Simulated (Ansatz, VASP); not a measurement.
# TiO2 in VASP and in Ansatz

File INCAR:

```
SYSTEM = TiO2
ALGO = Normal
EDIFF = 1E-7
EDIFFG = -0.01
ENCUT = 600
GGA = PE
IBRION = 2
ISIF = 3
ISMEAR = -1
IVDW = 12
LASPH = .True.
LCHARG = .False.
LREAL = .False.
LWAVE = .False.
NELM = 100
NSW = 60
PREC = Accurate
SIGMA = 0.05
```

Contents of KPOINTS:

```
k-points
0
Gamma
  6 6 9
  0 0 0
```

The input POSCAR:

```
TiO2
1.0
    4.5998373239      0.0000000000      0.0000000000
    0.0000000000      4.5998373239      0.0000000000
    0.0000000000      0.0000000000      2.9592135600
Ti O
2 4
Direct
    0.0000000000      0.0000000000      0.5000000000
    0.5000000000      0.5000000000      0.0000000000
    0.3043213200      0.3043213200      0.5000000000
    0.1956786800      0.8043213200      0.0000000000
    0.8043213200      0.1956786800      0.0000000000
    0.6956786800      0.6956786800      0.5000000000
```

File input.yaml:

```yaml
crystal:
  lattice:
    - [4.5998373239, 0.0, 0.0]
    - [0.0, 4.5998373239, 0.0]
    - [0.0, 0.0, 2.95921356]
  atoms:
    - { symbol: Ti, position: [0.0, 0.0, 0.5] }
    - { symbol: Ti, position: [0.5, 0.5, 0.0] }
    - { symbol: O, position: [0.30432132, 0.30432132, 0.5] }
    - { symbol: O, position: [0.19567868, 0.80432132, 0.0] }
    - { symbol: O, position: [0.80432132, 0.19567868, 0.0] }
    - { symbol: O, position: [0.69567868, 0.69567868, 0.5] }
hamiltonian:
  xc: pbe
  pseudopotentials: { kind: paw }
  dispersion: d3bj
kpoints:
  mp_grid: { grid: [6, 6, 9] }
scf:
  occupations: { method: fermi_dirac, width: 0.05 }
output:
  forces: true
  stress: true
  eigenvalues: true
relax:
  f_tol: 0.01
  max_steps: 40
  cell: { stress_tol: 0.05 }
```

Alike in both runs: task relaxation of cell and atoms; functional PBE; dispersion D3(BJ); k mesh 6 × 6 × 9; occupations fermi-dirac, width 0.05 eV; no spin polarisation.

```csv
,VASP,Ansatz
version,VASP 6.6.1,Ansatz 0.2.0
potentials or method,"VASP PAW PBE potentials, release 64 (Ti_sv, O)",Ansatz PAW
plane-wave cutoff (eV),600,420
valence electrons in the cell,48,48
```

|  | VASP | Ansatz | Ansatz less VASP |
| --- | --- | --- | --- |
| gap on the k mesh at the Fermi level, each at its own relaxed structure (eV) | 1.83 | 1.87 | +0.037 |
| relaxed volume (Å³/atom) | 10.47 | 10.45 | -0.018 |
| relaxed length of the cell vector where the two differ most in proportion (Å) | 2.958 | 2.954 | -0.0034 |

Noted on Ansatz's run: odd divisions of the mesh miss points on the zone boundary, where band edges often lie, so the gap on the mesh can be too wide; the plane-wave basis is chosen anew once the cell has moved, so the energies of steps on either side of that aren't comparable.
